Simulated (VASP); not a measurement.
# Pt (P6_3/mmc) in VASP: a series of runs

Pt is run at these levels: PBE; tasks: vibrations by perturbation theory.

All numbers are computed with VASP 6.6.1; they aren't measurements. Logs are shortened: lines on timing, memory, paths and dates and some standing lists are left out, and cuts for length are marked.

### 1 The cell of the first run

The structure is hexagonal, space group P6_3/mmc (No. 194). Conventional cell: a = 2.774 Å, b = 2.774 Å, c = 4.739 Å, α = 90.00°, β = 90.00°, γ = 120.00°. Pt (site symmetry -6m2) has 12 Pt at 2.77 to 2.86 Å within 3.7 Å.

This isn't the form of Pt at room conditions, which is fcc.

### 2 Vibrations by perturbation theory, PBE

INCAR

```
SYSTEM = Pt
ALGO     = Normal         ! electronic algorithm
EDIFF    = 1E-8           ! SCF threshold, eV
ENCUT    = 520            ! plane-wave cutoff, eV
GGA      = PE             ! functional
IBRION   = 8              ! ionic algorithm
ISIF     = 2              ! what is computed and relaxed
ISMEAR   = -1             ! smearing method
LASPH    = .True.         ! aspherical terms in the spheres
LCHARG   = .False.        ! write CHGCAR
LREAL    = .False.        ! projectors in reciprocal space
LWAVE    = .False.        ! write WAVECAR
NBANDS   = 17             ! bands
NELM     = 60             ! most SCF steps
NSW      = 1              ! ionic steps
PREC     = Accurate       ! precision mode
SIGMA    = 0.15           ! smearing width, eV
```

KPOINTS

```
k-points
0
Gamma
  18 18 10
  0 0 0
```

POSCAR

```
Pt
1.0
    2.7743680019      0.0000000000      0.0000000000
   -1.3871840010      2.4026731691      0.0000000000
    0.0000000000      0.0000000000      4.7388249489
Pt
2
Direct
    0.6666666667      0.3333333333      0.7500000000
    0.3333333333      0.6666666667      0.2500000000
```

Potentials or basis: VASP PAW PBE potentials, release 64 (Pt).

Launch:

```console
cat potpaw_PBE.64/Pt/POTCAR > POTCAR
mpirun -np 1 vasp_std > vasp.out
```

OUTCAR:

```text
SYSTEM = Pt
   EDIFF = 1E-8
   ENCUT = 520
   GGA = PE
   IBRION = 8
   ISIF = 2
   ISMEAR = -1
   LASPH = .True.
   LREAL = .False.
   NELM = 60
   NSW = 1
   PREC = Accurate

 ion  position               nearest neighbor table
   1  0.667  0.333  0.750-   2 2.86   2 2.86   2 2.86   2 2.86   2 2.86   2 2.86
   2  0.333  0.667  0.250-   1 2.86   1 2.86   1 2.86   1 2.86   1 2.86   1 2.86

  LATTYP: Found a hexagonal cell.
 ALAT       =     2.7743680019
 C/A-ratio  =     1.7080736750

  Lattice vectors:

 A1 = (   2.7743680019,   0.0000000000,   0.0000000000)
 A2 = (  -1.3871840010,   2.4026731691,   0.0000000000)
 A3 = (   0.0000000000,   0.0000000000,   4.7388249489)

Analysis of symmetry for initial positions (statically):
=====================================================================
 Subroutine PRICEL returns:
 Original cell was already a primitive cell.

 Routine SETGRP: Setting up the symmetry group for a
 hexagonal supercell.

 Subroutine GETGRP returns: Found 24 space group operations
 (whereof 12 operations were pure point group operations)
 out of a pool of 24 trial point group operations.

The static configuration has the point symmetry D_3d.
 The point group associated with its full space group is D_6h.

Analysis of symmetry for dynamics (positions and initial velocities):
=====================================================================
 Subroutine PRICEL returns:
 Original cell was already a primitive cell.

 Routine SETGRP: Setting up the symmetry group for a
 hexagonal supercell.

 Subroutine GETGRP returns: Found 24 space group operations
 (whereof 12 operations were pure point group operations)
 out of a pool of 24 trial point group operations.

The dynamic configuration has the point symmetry D_3d.
 The point group associated with its full space group is D_6h.

 Subroutine INISYM returns: Found 24 space group operations
 (whereof 12 operations are pure point group operations),
 and found     1 'primitive' translations

[... 646 lines left out ...]
  volume of cell :       31.59
      direct lattice vectors                 reciprocal lattice vectors
     2.774368002  0.000000000  0.000000000     0.360442450  0.208101546  0.000000000
    -1.387184001  2.402673169  0.000000000     0.000000000  0.416203091  0.000000000
     0.000000000  0.000000000  4.738824949     0.000000000  0.000000000  0.211022777

 POSITION                                       TOTAL-FORCE (eV/Angst)
 -----------------------------------------------------------------------------------
      1.38718      0.80089      3.55412        -0.000000      0.000000      0.000000
     -0.00000      1.60178      1.18471         0.000000     -0.000000      0.000000
 -----------------------------------------------------------------------------------
    total drift:                               -0.000000      0.000000     -0.000000

  FREE ENERGIE OF THE ION-ELECTRON SYSTEM (eV)
  ---------------------------------------------------
  free  energy   TOTEN  =       -12.2118545291 eV

  energy  without entropy=      -11.9699507500  energy(sigma->0) =      -12.09090264

[... ionic steps 2 to 3 ...]

--------------------------------------- Ionic step        4  -------------------------------------------

------------------------ aborting loop because EDIFF is reached ----------------------------------------

[... ionic steps 5 to 5 ...]

--------------------------------------- Ionic step        6  -------------------------------------------

 Free energy of the ion-electron system (eV)
  ---------------------------------------------------
  ---------------------------------------------------
  free energy    TOTEN  =        -0.28102906 eV

  energy without entropy =       -0.28102906

------------------------ aborting loop because EDIFF is reached ----------------------------------------

 INTERNAL STRAIN TENSOR  FOR ION    1  DIRECTION 3   (eV/Angst):
 -----------------------------------------------------------------------------
     0.04480 -0.00000 -0.00000
    -0.00000  0.04480  0.00000
     0.00000 -0.00000 -0.08351

 INTERNAL STRAIN TENSOR FOR ION    2 for displacements in x,y,z  (eV/Angst):
          X           Y           Z          XY          YZ          ZX
  --------------------------------------------------------------------------------
  x     0.00000    -0.00000    -0.00000    -0.56685     0.00000     0.00000
  y    -0.56685     0.56685    -0.00000    -0.00000     0.00000     0.00000
  z    -0.00000    -0.00000    -0.00000     0.00000     0.00000     0.00000

 SECOND DERIVATIVES (NOT SYMMETRIZED)
 ------------------------------------
               1X          1Y          1Z          2X          2Y          2Z
  1X    -0.366885    0.000000    0.000000    0.366885   -0.000000    0.000000
  1Y     0.000000   -0.366885    0.000000   -0.000000    0.366885    0.000000
  1Z    -0.000000    0.000000   -9.983374    0.000000    0.000000    9.983374
  2X     0.366885   -0.000000    0.000000   -0.366885    0.000000    0.000000
  2Y    -0.000000    0.366885    0.000000    0.000000   -0.366885    0.000000
  2Z     0.000000    0.000000    9.983374   -0.000000    0.000000   -9.983374

 Eigenvectors and eigenvalues of the dynamical matrix
 ----------------------------------------------------

   1 f  =    5.001474 THz    31.425188 2PiTHz  166.831215 cm-1    20.684425 meV
             X         Y         Z           dx          dy          dz
      1.387184  0.800891  3.554119     0.000000    0.000000    0.707107
     -0.000000  1.601782  1.184706    -0.000000   -0.000000   -0.707107
[... 16 lines left out ...]
   5 f  =    0.000000 THz     0.000000 2PiTHz    0.000000 cm-1     0.000000 meV
             X         Y         Z           dx          dy          dz
      1.387184  0.800891  3.554119     0.706690   -0.014696    0.019333
     -0.000000  1.601782  1.184706     0.706690   -0.014696    0.019333

   6 f/i=    0.000000 THz     0.000000 2PiTHz    0.000002 cm-1     0.000000 meV
             X         Y         Z           dx          dy          dz
      1.387184  0.800891  3.554119    -0.006501    0.427888    0.562912
     -0.000000  1.601782  1.184706    -0.006501    0.427888    0.562912

--------------------------------------------------------------------------------------------------------

 ELASTIC MODULI CONTR FROM IONIC RELAXATION (kBar)
 Direction    XX          YY          ZZ          XY          YZ          ZX
 --------------------------------------------------------------------------------
 XX         -44.4202     44.4202     -0.0000      0.0000     -0.0000      0.0000
 YY          44.4202    -44.4202      0.0000      0.0000      0.0000      0.0000
 ZZ          -0.0000      0.0000     -0.0000     -0.0000      0.0000      0.0000
 XY           0.0000      0.0000     -0.0000    -44.4202     -0.0000      0.0000
 YZ          -0.0000      0.0000      0.0000     -0.0000     -0.0000      0.0000
 ZX           0.0000      0.0000      0.0000      0.0000      0.0000      0.0000
 --------------------------------------------------------------------------------
```

OSZICAR:

```text
N       E                     dE             d eps       ncg     rms          rms(c)
DAV:   1     0.102463922068E+03    0.10246E+03   -0.10417E+04  7564   0.113E+03
DAV:   2    -0.110487617350E+02   -0.11351E+03   -0.10786E+03  8113   0.246E+02
DAV:   3    -0.129508774095E+02   -0.19021E+01   -0.18733E+01  9229   0.313E+01
[... 43 lines left out ...]
RMM:  10    -0.281028778992E+00   -0.89419E-06   -0.37461E-07 20465   0.266E-04    0.300E-05
RMM:  11    -0.281029089030E+00   -0.31004E-06   -0.23643E-07 20524   0.185E-04    0.481E-06
RMM:  12    -0.281029086796E+00    0.22335E-08   -0.18039E-07 20945   0.152E-04    0.303E-06
RMM:  13    -0.281029047427E+00    0.39369E-07   -0.96769E-08 20588   0.146E-04    0.795E-07
RMM:  14    -0.281029057110E+00   -0.96829E-08   -0.70717E-08 17267   0.142E-04    0.476E-07
 Linear response finished
```

It took 23 min on 1 thread of Oxide Virtual Turin-like, shared host; peak memory 0.96 GiB.

Results:

```yaml
Highest_phonon_frequency_at_Γ: 167 cm⁻¹
```

Phonon frequencies in cm⁻¹ (negative: imaginary):
```csv
q point,frequencies
"(0.000, 0.000, 0.000)",0 0 0 32 32 167
```

Caveat: spin-orbit coupling is left out, which moves the levels of the heavy elements.

### 3 Vibrations by perturbation theory, PBE (16.11 Å³/atom)

This run uses another cell than the first one, of 16.11 Å³/atom.

INCAR

```
SYSTEM = Pt
ALGO = Fast ; EDIFF = 1E-8
ENCUT = 520 ; GGA = PE
IBRION = 8 ; ISIF = 2
ISMEAR = -1 ; LASPH = .TRUE.
LCHARG = .FALSE. ; LREAL = .FALSE.
LWAVE = .FALSE. ; NBANDS = 17
NELM = 100 ; NSW = 1
PREC = Accurate ; SIGMA = 0.15
```

KPOINTS

```
k-points
0
G
  18 18 10
  0 0 0
```

POSCAR

```
Pt
1.0
    2.7904638270      0.0000000000      0.0000000000
   -1.3952319135      2.4166125625      0.0000000000
    0.0000000000      0.0000000000      4.7780003547
Pt
2
Direct
    0.6666666667      0.3333333333      0.7500000000
    0.3333333333      0.6666666667      0.2500000000
```

Potentials or basis: VASP PAW PBE potentials, release 64 (Pt).

Launch:

```console
cat potpaw_PBE.64/Pt/POTCAR > POTCAR
mpirun -np 1 vasp_std > vasp.out
```

OUTCAR:

```text
SYSTEM = Pt
   EDIFF = 1E-8
   ENCUT = 520
   GGA = PE
   IBRION = 8
   ISIF = 2
   ISMEAR = -1
   LASPH = .TRUE.
   LREAL = .FALSE.
   NELM = 100
   NSW = 1
   PREC = Accurate

 ion  position               nearest neighbor table
   1  0.667  0.333  0.750-   2 2.88   2 2.88   2 2.88   2 2.88   2 2.88   2 2.88
   2  0.333  0.667  0.250-   1 2.88   1 2.88   1 2.88   1 2.88   1 2.88   1 2.88

  LATTYP: Found a hexagonal cell.
 ALAT       =     2.7904638270
 C/A-ratio  =     1.7122602732

  Lattice vectors:

 A1 = (   2.7904638270,   0.0000000000,   0.0000000000)
 A2 = (  -1.3952319135,   2.4166125625,   0.0000000000)
 A3 = (   0.0000000000,   0.0000000000,   4.7780003547)

Analysis of symmetry for initial positions (statically):
=====================================================================
 Subroutine PRICEL returns:
 Original cell was already a primitive cell.

 Routine SETGRP: Setting up the symmetry group for a
 hexagonal supercell.

 Subroutine GETGRP returns: Found 24 space group operations
 (whereof 12 operations were pure point group operations)
 out of a pool of 24 trial point group operations.

The static configuration has the point symmetry D_3d.
 The point group associated with its full space group is D_6h.

Analysis of symmetry for dynamics (positions and initial velocities):
=====================================================================
 Subroutine PRICEL returns:
 Original cell was already a primitive cell.

 Routine SETGRP: Setting up the symmetry group for a
 hexagonal supercell.

 Subroutine GETGRP returns: Found 24 space group operations
 (whereof 12 operations were pure point group operations)
 out of a pool of 24 trial point group operations.

The dynamic configuration has the point symmetry D_3d.
 The point group associated with its full space group is D_6h.

 Subroutine INISYM returns: Found 24 space group operations
 (whereof 12 operations are pure point group operations),
 and found     1 'primitive' translations

----------------------------------------------------------------------------------------

                                     Primitive cell

  volume of cell :      32.2203

  direct lattice vectors                    reciprocal lattice vectors
     2.790463827  0.000000000  0.000000000     0.358363363  0.206901184  0.000000000
    -1.395231913  2.416612563  0.000000000     0.000000000  0.413802368  0.000000000
     0.000000000  0.000000000  4.778000355     0.000000000  0.000000000  0.209292576

  length of vectors
     2.790463827  2.790463827  4.778000355     0.413802368  0.413802368  0.209292576

  position of ions in fractional coordinates (direct lattice)
     0.666666667  0.333333333  0.750000000
     0.333333333  0.666666667  0.250000000

[... 138 lines left out ...]
      3       6.3049      2.00000
      4       6.7362      2.00000
      5       6.7362      2.00000
      6       7.1086      2.00000
[... 457 lines left out ...]
      4       6.7024      2.00000
      5       6.8833      2.00000
      6       6.9456      2.00000
[... 9 lines left out ...]
     16      22.0651      0.00000
     17      23.8247      0.00000

 [... further k-points ...]

------------------------ aborting loop because EDIFF is reached ----------------------------------------

  FORCE on cell =-STRESS in cart. coord.  units (eV):
  Direction    XX          YY          ZZ          XY          YZ          ZX
  --------------------------------------------------------------------------------------
  -------------------------------------------------------------------------------------
  Total       -0.9792237     -0.9792237     -0.9990707      0.0000000      0.0000000     -0.0000000
  in kB      -48.6925918    -48.6925918    -49.6795006      0.0000000      0.0000000     -0.0000000
  external PRESSURE =     -49.0215614 kB  Pullay stress =       0.0000000 kB

 VOLUME and BASIS-vectors are now :
 -----------------------------------------------------------------------------
  energy-cutoff  :      520.00
  volume of cell :       32.22
      direct lattice vectors                 reciprocal lattice vectors
     2.790463827  0.000000000  0.000000000     0.358363363  0.206901184  0.000000000
    -1.395231913  2.416612563  0.000000000     0.000000000  0.413802368  0.000000000
     0.000000000  0.000000000  4.778000355     0.000000000  0.000000000  0.209292576

 POSITION                                       TOTAL-FORCE (eV/Angst)
 -----------------------------------------------------------------------------------
      1.39523      0.80554      3.58350        -0.000000      0.000000      0.000000
     -0.00000      1.61108      1.19450         0.000000     -0.000000      0.000000
 -----------------------------------------------------------------------------------
    total drift:                               -0.000000      0.000000     -0.000000

  FREE ENERGIE OF THE ION-ELECTRON SYSTEM (eV)
  ---------------------------------------------------
  free  energy   TOTEN  =       -12.2015870947 eV

  energy  without entropy=      -11.9553944965  energy(sigma->0) =      -12.07849080

[... ionic steps 2 to 3 ...]

--------------------------------------- Ionic step        4  -------------------------------------------

------------------------ aborting loop because EDIFF is reached ----------------------------------------

[... ionic steps 5 to 5 ...]

--------------------------------------- Ionic step        6  -------------------------------------------

 Free energy of the ion-electron system (eV)
  ---------------------------------------------------
  ---------------------------------------------------
  free energy    TOTEN  =        -0.28097636 eV

  energy without entropy =       -0.28097636

------------------------ aborting loop because EDIFF is reached ----------------------------------------

 INTERNAL STRAIN TENSOR  FOR ION    1  DIRECTION 3   (eV/Angst):
 -----------------------------------------------------------------------------
     0.04408  0.00000  0.00000
     0.00000  0.04408  0.00000
     0.00000 -0.00000 -0.08250

 INTERNAL STRAIN TENSOR FOR ION    2 for displacements in x,y,z  (eV/Angst):
          X           Y           Z          XY          YZ          ZX
  --------------------------------------------------------------------------------
  x    -0.00000     0.00000     0.00000    -0.37821     0.00000     0.00000
  y    -0.37821     0.37821    -0.00000     0.00000     0.00000     0.00000
  z    -0.00000     0.00000     0.00000     0.00000     0.00000     0.00000

 SECOND DERIVATIVES (NOT SYMMETRIZED)
 ------------------------------------
               1X          1Y          1Z          2X          2Y          2Z
  1X    -0.267729    0.000000    0.000000    0.267729    0.000000    0.000000
  1Y     0.000000   -0.267729    0.000000    0.000000    0.267729    0.000000
  1Z     0.000000    0.000000   -8.773041   -0.000000   -0.000000    8.773041
  2X     0.267729    0.000000    0.000000   -0.267729    0.000000    0.000000
  2Y     0.000000    0.267729    0.000000    0.000000   -0.267729    0.000000
  2Z    -0.000000   -0.000000    8.773041    0.000000    0.000000   -8.773041

 Eigenvectors and eigenvalues of the dynamical matrix
 ----------------------------------------------------

   1 f  =    4.688506 THz    29.458749 2PiTHz  156.391711 cm-1    19.390092 meV
             X         Y         Z           dx          dy          dz
      1.395232  0.805538  3.583500     0.000000    0.000000   -0.707107
     -0.000000  1.611075  1.194500    -0.000000    0.000000    0.707107
[... 16 lines left out ...]
   5 f  =    0.000000 THz     0.000000 2PiTHz    0.000000 cm-1     0.000000 meV
             X         Y         Z           dx          dy          dz
      1.395232  0.805538  3.583500    -0.000000   -0.000000    0.707107
     -0.000000  1.611075  1.194500     0.000000    0.000000    0.707107

   6 f/i=    0.000000 THz     0.000000 2PiTHz    0.000000 cm-1     0.000000 meV
             X         Y         Z           dx          dy          dz
      1.395232  0.805538  3.583500     0.000000   -0.707107    0.000000
     -0.000000  1.611075  1.194500    -0.000000   -0.707107    0.000000

--------------------------------------------------------------------------------------------------------

 ELASTIC MODULI CONTR FROM IONIC RELAXATION (kBar)
 Direction    XX          YY          ZZ          XY          YZ          ZX
 --------------------------------------------------------------------------------
 XX         -26.5674     26.5674     -0.0000      0.0000      0.0000      0.0000
 YY          26.5674    -26.5674      0.0000      0.0000     -0.0000      0.0000
 ZZ          -0.0000      0.0000     -0.0000      0.0000     -0.0000      0.0000
 XY           0.0000      0.0000      0.0000    -26.5674      0.0000      0.0000
 YZ           0.0000     -0.0000     -0.0000      0.0000     -0.0000      0.0000
 ZX           0.0000      0.0000      0.0000      0.0000      0.0000      0.0000
 --------------------------------------------------------------------------------
```

stdout:

```text
POSCAR found type information on POSCAR Pt
 POSCAR found :  1 types and       2 ions
 scaLAPACK will be used
 LDA part: xc-table for (Slater+PW92), standard interpolation
 POSCAR, INCAR and KPOINTS ok, starting setup
 FFT: planning ... GRIDC
 FFT: planning ... GRID_SOFT
 FFT: planning ... GRID
 WAVECAR not read
 entering main loop
 Linear response reoptimize wavefunctions to high precision
 Linear response DOF=           2
 Linear response progress:
 first order change of Fermi-energy  -0.63677E-05
 force on displaced ion       1 direction 1 :  -0.268   0.000   0.000
 Linear response progress:
 first order change of Fermi-energy   0.20945E-03
 force on displaced ion       1 direction 3 :   0.000  -0.000  -8.773
 Linear response finished
```

Run time: 17 min. Hardware: 1 thread of Oxide Virtual Turin-like, shared host; peak memory 0.97 GiB.

Results:

- Highest phonon frequency at Γ: 156 cm⁻¹

Phonon frequencies in cm⁻¹ (negative: imaginary):
```
              q point      frequencies
(0.000, 0.000, 0.000)  0 0 0 27 27 156
```

Caveat: the cell stands under pressure or tension, which shifts response properties; spin-orbit coupling is left out, which moves the levels of the heavy elements.
